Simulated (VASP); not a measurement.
A run of VASP 6.6.1 is set up as follows.

Contents of INCAR:

```
SYSTEM = BaCa3F8
PREC = Accurate
ENCUT = 520
EDIFF = 1E-6
ISMEAR = -1
SIGMA = 0.02
LREAL = .FALSE.
LASPH = .TRUE.
NELM = 60
ALGO = Normal
ISIF = 2
LWAVE = .FALSE.
LCHARG = .FALSE.
GGA = PE
NBANDS = 60
```

KPOINTS

```
Automatic mesh
0
G
  4 4 6
  0 0 0
```

The input POSCAR:

```
BaCa3F8
1.0
    4.0243134740     -5.7473325437      0.0000000000
    4.0243134740      5.7473325437      0.0000000000
    0.0000000000      0.0000000000      4.0170866310
Ba F Ca
1 8 3
Direct
    0.0000000000      0.0000000000      0.0000000000
    0.3800319247      0.6199680753      0.5000000000
    0.1436549757      0.8563450243      0.5000000000
    0.8654018033      0.6030070863      0.0000000000
    0.6030070863      0.8654018033      0.0000000000
    0.3969929137      0.1345981967      0.0000000000
    0.1345981967      0.3969929137      0.0000000000
    0.8563450243      0.1436549757      0.5000000000
    0.6199680753      0.3800319247      0.5000000000
    0.5000000000      0.0000000000      0.5000000000
    0.0000000000      0.5000000000      0.5000000000
    0.5000000000      0.5000000000      0.0000000000
```

Potentials or basis: VASP PAW PBE potentials, release 64 (Ba_sv, F, Ca_sv).

Command:

```console
$ cat potpaw_PBE.64/Ba_sv/POTCAR potpaw_PBE.64/F/POTCAR potpaw_PBE.64/Ca_sv/POTCAR > POTCAR
$ mpirun -np 1 vasp_std > vasp.out
```

Problem. What does it give for the pressure?

Solution. 0.6 GPa.

Problem. What does it give for the band gap on the k mesh?

Solution. 6.47 eV.

Forces on the atoms (eV/Å):
```
Ba   0.000  0.000  0.000
F    0.000  0.001  0.000
F    0.000 -0.076  0.000
F   -0.056 -0.038  0.000
F   -0.056  0.038  0.000
F    0.056 -0.038  0.000
F    0.056  0.038  0.000
F    0.000  0.076  0.000
F    0.000 -0.001  0.000
Ca   0.000  0.000  0.000
Ca   0.000  0.000  0.000
Ca   0.000  0.000  0.000
```

Caveat: spin-orbit coupling is left out, which moves the levels of the heavy elements. A k mesh can miss the band edges.
